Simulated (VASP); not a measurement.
# SbSe3 (I4/mmm) in VASP: a series of runs, part 2 of 3

VASP 6.6.1. Earlier steps stand in the parts before.

## 3. Single point, PBE

This run uses another cell than the first one, of 26.67 Å³/atom.

Contents of INCAR:

```
SYSTEM = SbSe3
PREC = Accurate ; ENCUT = 520
EDIFF = 1E-6 ; ISMEAR = 0
SIGMA = 0.1 ; LREAL = .FALSE.
LASPH = .TRUE. ; NELM = 80
ALGO = Normal ; ISIF = 2
LWAVE = .FALSE. ; LCHARG = .FALSE.
GGA = PE ; NBANDS = 20
```

Contents of KPOINTS:

```
Automatic mesh
0
G
  6 6 6
  0 0 0
```

Contents of POSCAR:

```
SbSe3
1.0
   -2.2856572251      2.2856572251      5.1056239314
    2.2856572251     -2.2856572251      5.1056239314
    2.2856572251      2.2856572251     -5.1056239314
Sb Se
1 3
Direct
    0.0000000000      0.0000000000      0.0000000000
    0.5000000000      0.5000000000      0.0000000000
    0.2500000000      0.7500000000      0.5000000000
    0.7500000000      0.2500000000      0.5000000000
```

Potentials or basis: VASP PAW PBE potentials, release 64 (Sb, Se).

Launch:

```sh
cat potpaw_PBE.64/Sb/POTCAR potpaw_PBE.64/Se/POTCAR > POTCAR
mpirun -np 1 vasp_std > vasp.out
```

OUTCAR:

```text
SYSTEM = SbSe3
   PREC = Accurate
   ENCUT = 520
   EDIFF = 1E-6
   ISMEAR = 0
   LREAL = .FALSE.
   LASPH = .TRUE.
   NELM = 80
   ISIF = 2
   GGA = PE

 ion  position               nearest neighbor table
   1  0.000  0.000  0.000-   2 3.23   2 3.23   2 3.23   2 3.23
   2  0.500  0.500  0.000-   1 3.23   1 3.23   1 3.23   1 3.23
   3  0.250  0.750  0.500-
   4  0.750  0.250  0.500-

  LATTYP: Found a body centered tetragonal cell.
 ALAT       =     4.5713144502
 C/A-ratio  =     2.2337662338

  Lattice vectors:

 A1 = (  -2.2856572251,   2.2856572251,   5.1056239314)
 A2 = (   2.2856572251,  -2.2856572251,   5.1056239314)
 A3 = (   2.2856572251,   2.2856572251,  -5.1056239314)

Analysis of symmetry for initial positions (statically):
=====================================================================
 Subroutine PRICEL returns:
 Original cell was already a primitive cell.

 Routine SETGRP: Setting up the symmetry group for a
 body centered tetragonal supercell.

 Subroutine GETGRP returns: Found 16 space group operations
 (whereof 16 operations were pure point group operations)
 out of a pool of 16 trial point group operations.

The static configuration has the point symmetry D_4h.

Analysis of symmetry for dynamics (positions and initial velocities):
=====================================================================
 Subroutine PRICEL returns:
 Original cell was already a primitive cell.

 Routine SETGRP: Setting up the symmetry group for a
 body centered tetragonal supercell.

 Subroutine GETGRP returns: Found 16 space group operations
 (whereof 16 operations were pure point group operations)
 out of a pool of 16 trial point group operations.

The dynamic configuration has the point symmetry D_4h.

[... 110 lines left out ...]
   POTIM  = 0.5000    time-step for ionic-motion
   TEBEG  =    0.0;   TEEND  =   0.0 temperature during run
   PSTRESS=    0.0 pullay stress
   NELECT =      23.0000    total number of electrons
   NUPDOWN=      -1.0000    fix difference up-down
   EMIN   =  10.00;   EMAX   =-10.00  energy-range for DOS
   EFERMI =   0.00;   METHOD = LEGACY
   ISMEAR =     0;   SIGMA  =   0.10  broadening in eV -4-tet -1-fermi 0-gaus
   EFERMI_NEDOS =   21; number of points for ismear=-14 and -15
   IALGO  =     38    algorithm
   IMIX   =      4    mixing-type and parameters
     AMIX     =   0.40;   BMIX     =  1.00
     AMIX_MAG =   1.60;   BMIX_MAG =  1.00
  volume/ion in A,a.u.               =      26.67       180.00
  Fermi-wavevector in a.u.,A,eV,Ry     =   0.981613  1.854980 13.110093  0.963565
  Thomas-Fermi vector in A             =   2.112633
   LORBIT       =      0    0 simple, 1 ext, 2 COOP (PROOUT), +10 PAW based schemes
   GGA     = PE    functional components
   LHFCALC =     F    Hartree Fock is set to
   AEXX    =    0.0000 exact exchange contribution
   IVDW    =     0    specifies the selected vdW correction
   LEPSILON=     F    determine dielectric tensor
   LRPA    =     F    only Hartree local field effects (RPA)
 non-spin polarized calculation
 Gauss-broadening in eV      SIGMA  =   0.10
  energy-cutoff  :      520.00
  volume of cell :      106.69
 maximum number of plane-waves:      2902
 NGX is ok and might be reduce to    48
   NGX = 23   NGY = 23   NGZ = 23

 number of electron      23.0000000 magnetization

 Free energy of the ion-electron system (eV)
  ---------------------------------------------------
  ext. energy  EPLUGINS =         0.00000000
  ---------------------------------------------------
  free energy    TOTEN  =       -12.49732907 eV

  energy without entropy =      -12.47384290  energy(sigma->0) =      -12.48558599

 E-fermi :   4.1780     XC(G=0):  -9.5986

 val. band max:        4.1469281143   @ k =  -0.1667  -0.3333   0.1667
 cond. band min:       4.1891017881   @ k =   0.5000   0.5000   0.1667
 fundamental gap:      0.0421736739
 Fermi energy:         4.1780469538

 k-point     1 :       0.0000    0.0000    0.0000
  band No.  band energies     occupation
      1      -9.8274      2.00000
      2      -7.6025      2.00000
      3      -7.1744      2.00000
      4      -4.0064      2.00000
      5      -0.5453      2.00000
      6       1.0287      2.00000
[... 541 lines left out ...]
     19      11.2300      0.00000
     20      11.4771      0.00000

 [... further k-points ...]
[... 5 lines left out ...]
  --------------------------------------------------------------------------------------
  -------------------------------------------------------------------------------------
  Total       -5.9162888     -5.9162888     -4.1042700      0.0000000      0.0000000     -0.0000000
  in kB      -88.8441696    -88.8441696    -61.6333096      0.0000000      0.0000000     -0.0000000
  external PRESSURE =     -79.7738829 kB  Pullay stress =       0.0000000 kB

 VOLUME and BASIS-vectors are now :
 -----------------------------------------------------------------------------
  energy-cutoff  :      520.00
  volume of cell :      106.69
      direct lattice vectors                 reciprocal lattice vectors
    -2.285657225  2.285657225  5.105623931     0.000000000  0.218755461  0.097931224
     2.285657225 -2.285657225  5.105623931     0.218755461  0.000000000  0.097931224
     2.285657225  2.285657225 -5.105623931     0.218755461  0.218755461  0.000000000

 POSITION                                       TOTAL-FORCE (eV/Angst)
 -----------------------------------------------------------------------------------
      0.00000      0.00000      0.00000         0.000000     -0.000000      0.000000
      0.00000      0.00000      5.10562         0.000000     -0.000000      0.000000
      2.28566     -0.00000      2.55281        -0.000000      0.000000      0.000000
     -0.00000      2.28566      2.55281         0.000000     -0.000000     -0.000000
 -----------------------------------------------------------------------------------
    total drift:                                0.000000     -0.000000      0.000000

  FREE ENERGIE OF THE ION-ELECTRON SYSTEM (eV)
  ---------------------------------------------------
  free  energy   TOTEN  =       -12.4973290732 eV

  energy  without entropy=      -12.4738429013  energy(sigma->0) =      -12.48558599
```

stdout:

```text
POSCAR found type information on POSCAR SbSe
 POSCAR found :  2 types and       4 ions
 scaLAPACK will be used
 LDA part: xc-table for (Slater+PW92), standard interpolation
 POSCAR, INCAR and KPOINTS ok, starting setup
 FFT: planning ... GRIDC
 FFT: planning ... GRID_SOFT
 FFT: planning ... GRID
 WAVECAR not read
 entering main loop
```

Wall time 40 s (1 thread of Intel Xeon 6975P-C (Granite Rapids), shared host); peak memory 0.33 GiB.

What came out:

| Item | Value |
| --- | --- |
| Free energy | -12.4973 eV |
| Pressure | -8.0 GPa |
| Band gap on the k mesh | zero (an odd number of electrons rules out a gap without spin polarisation) |

Caveat: the cell stands under tension; spin-orbit coupling is left out, which moves the levels of the heavy elements.

## 4. Relaxation of cell and atoms, PBE

This run uses another cell than the first one, of 26.67 Å³/atom.

Contents of INCAR:

```
PREC = Accurate ; ENCUT = 600
EDIFF = 1E-6 ; ISMEAR = 0
SIGMA = 0.1 ; LREAL = False
LASPH = True ; NELM = 60
ALGO = Normal ; ISIF = 3
LWAVE = False ; LCHARG = False
GGA = PE ; IBRION = 2
NSW = 90 ; EDIFFG = -0.04
```

Contents of KPOINTS:

```
Automatic mesh
0
Gamma
  6 6 6
```

POSCAR is that of step 3.

Potentials or basis: VASP PAW PBE potentials, release 64 (Sb, Se).

Launch:

```sh
cat potpaw_PBE.64/Sb/POTCAR potpaw_PBE.64/Se/POTCAR > POTCAR
mpirun -np 1 vasp_std > vasp.out
```

OUTCAR:

```text
PREC = Accurate
   ENCUT = 600
   EDIFF = 1E-6
   ISMEAR = 0
   LREAL = False
   LASPH = True
   NELM = 60
   ISIF = 3
   GGA = PE
   IBRION = 2
   NSW = 90
   EDIFFG = -0.04

 ion  position               nearest neighbor table
   1  0.000  0.000  0.000-   2 3.23   2 3.23   2 3.23   2 3.23
   2  0.500  0.500  0.000-   1 3.23   1 3.23   1 3.23   1 3.23
   3  0.250  0.750  0.500-
   4  0.750  0.250  0.500-

  LATTYP: Found a body centered tetragonal cell.
 ALAT       =     4.5713144502
 C/A-ratio  =     2.2337662338

  Lattice vectors:

 A1 = (  -2.2856572251,   2.2856572251,   5.1056239314)
 A2 = (   2.2856572251,  -2.2856572251,   5.1056239314)
 A3 = (   2.2856572251,   2.2856572251,  -5.1056239314)

Analysis of symmetry for initial positions (statically):
[... 188 lines left out ...]
  external PRESSURE =     -79.7382952 kB  Pullay stress =       0.0000000 kB
[... 968 lines left out ...]
      4      -3.0971      2.00000
      5       0.1631      2.00000
      6       1.0255      2.00000
      7       1.4362      2.00000
      8       1.5656      2.00000
      9       1.8368      2.00000
     10       3.2163      2.00000
     11       5.0021      0.51368
     12       6.1671      0.00000
     13       6.9231      0.00000
     14       7.1007      0.00000
     15       8.3791      0.00000

 [... further k-points ...]

[... ionic steps 4 to 18 ...]

--------------------------------------- Ionic step       19  -------------------------------------------

 number of electron      22.9999997 magnetization

------------------------ aborting loop because EDIFF is reached ----------------------------------------
[... 71 lines left out ...]
--------------------------------------- Ionic step       21  -------------------------------------------

 number of electron      22.9999997 magnetization

 Free energy of the ion-electron system (eV)
  ---------------------------------------------------
  ext. energy  EPLUGINS =         0.00000000
  ---------------------------------------------------
  free energy    TOTEN  =       -13.72420137 eV

  energy without entropy =      -13.70259976  energy(sigma->0) =      -13.71340056

 E-fermi :   4.3983     XC(G=0):  -9.4627

 val. band max:        4.3776972749   @ k =   0.1667   0.1667  -0.0000
 cond. band min:       4.4016684658   @ k =   0.3333   0.1667   0.1667
 fundamental gap:      0.0239711909
 Fermi energy:         4.3983132097
[... 463 lines left out ...]
  FREE ENERGIE OF THE ION-ELECTRON SYSTEM (eV)
  ---------------------------------------------------
  free  energy   TOTEN  =       -13.7242013727 eV

  energy  without entropy=      -13.7025997573  energy(sigma->0) =      -13.71340056

 reached required accuracy - stopping structural energy minimisation
```

OSZICAR:

```text
N       E                     dE             d eps       ncg     rms          rms(c)
DAV:   1     0.129527319001E+03    0.12953E+03   -0.95572E+03   900   0.137E+03
DAV:   2    -0.344445329541E+01   -0.13297E+03   -0.13106E+03  1288   0.208E+02
DAV:   3    -0.127931559295E+02   -0.93487E+01   -0.92648E+01  1047   0.620E+01
[... 192 lines left out ...]
DAV:   2    -0.137249507183E+02    0.23193E-02   -0.38977E-03   935   0.342E-01    0.107E-01
DAV:   3    -0.137243889083E+02    0.56181E-03   -0.12429E-03  1168   0.187E-01    0.607E-02
DAV:   4    -0.137242053102E+02    0.18360E-03   -0.53202E-04   993   0.120E-01    0.255E-02
DAV:   5    -0.137242011808E+02    0.41294E-05   -0.60385E-05  1131   0.423E-02    0.167E-02
DAV:   6    -0.137242013727E+02   -0.19193E-06   -0.29728E-06   850   0.116E-02
  21 F= -.13724201E+02 E0= -.13713401E+02  d E =-.366177E-03
```

Wall time 6.6 min (1 thread of Intel Xeon 6975P-C (Granite Rapids), shared host); peak memory 0.38 GiB.

Results:

```
Free energy                           : -13.7242 eV
Relaxed volume                        : 26.30 Å³/atom
Relaxed cell                          : a = 7.389 Å, b = 7.389 Å, c = 7.389 Å, α = 149.24°, β = 149.24°, γ = 44.05°
Space group after relaxing (to 0.1 Å) : I4/mmm (No. 139)
Energy gained by relaxing             : 306.7 meV/atom
Ionic steps                           : 21
Pressure after relaxing               : 0.1 GPa
Band gap on the k mesh                : zero (an odd number of electrons rules out a gap without spin polarisation)
```

Step by step:
```csv
step,energy change (eV),largest force (eV/Å),pressure (GPa),volume (Å³)
1,0.0000,0.0000,-7.97,106.69
2,-0.5323,0.0000,1.48,87.46
3,-0.5377,0.0000,0.30,88.92
4,-0.5791,0.0000,0.51,88.86
5,-0.7335,0.0000,1.41,88.49
6,-0.9077,0.0000,5.63,86.90
7,-0.9168,0.0000,5.57,87.13
8,-0.9400,0.0000,5.41,87.81
9,-0.9820,0.0000,5.40,89.13
10,-1.0412,0.0000,6.20,91.57
11,-1.0999,0.0000,4.82,93.51
12,-1.2036,0.0000,1.54,99.48
13,-1.1508,0.0000,-3.21,112.09
14,-1.2214,0.0000,-0.35,103.81
15,-1.2215,0.0000,-0.25,103.54
16,-1.2215,0.0000,-0.15,103.29
17,-1.2226,0.0000,-0.09,103.44
18,-1.2251,0.0000,0.01,103.89
19,-1.2263,0.0000,0.28,104.79
20,-1.2264,0.0000,0.22,104.62
21,-1.2268,0.0000,0.06,105.19
```

Final structure:
```yaml
crystal:
  lattice:
    - [-1.95941, 1.95941, 6.84943]
    - [1.95941, -1.95941, 6.84943]
    - [1.95941, 1.95941, -6.84943]
  atoms:
    - { symbol: Sb, position: [0.00000, 0.00000, 0.00000] }
    - { symbol: Se, position: [0.50000, 0.50000, 0.00000] }
    - { symbol: Se, position: [0.25000, 0.75000, 0.50000] }
    - { symbol: Se, position: [0.75000, 0.25000, 0.50000] }
```

Levels at points of the mesh, in eV from the Fermi level:
```csv
k point,band 7,band 8,band 9,band 10,band 11,band 12,band 13,band 14,band 15
"(0.00, 0.00, 0.00)",-3.93,-3.80,-3.80,-1.37,0.44,1.60,2.99,2.99,3.88
"(0.50, 0.00, 0.00)",-2.20,-1.54,-1.46,-1.33,-1.25,-0.77,-0.37,-0.10,0.08
"(0.50, 0.50, 0.00)",-5.87,-5.75,-1.71,-1.58,-1.19,-0.17,4.54,4.54,4.56
"(0.50, 0.50, 0.50)",-3.73,-3.55,-3.55,-3.47,0.57,1.59,3.01,3.01,3.45
```

Caveat: the highest band is partly filled, so the run has too few bands; a cell axis changed by over 15 % at a fixed basis, so the end point is rough; spin-orbit coupling is left out, which moves the levels of the heavy elements.

(Continued in part 3 of 3.)

The gap in the log of VASP goes by the Fermi energy; the results here count the filled bands.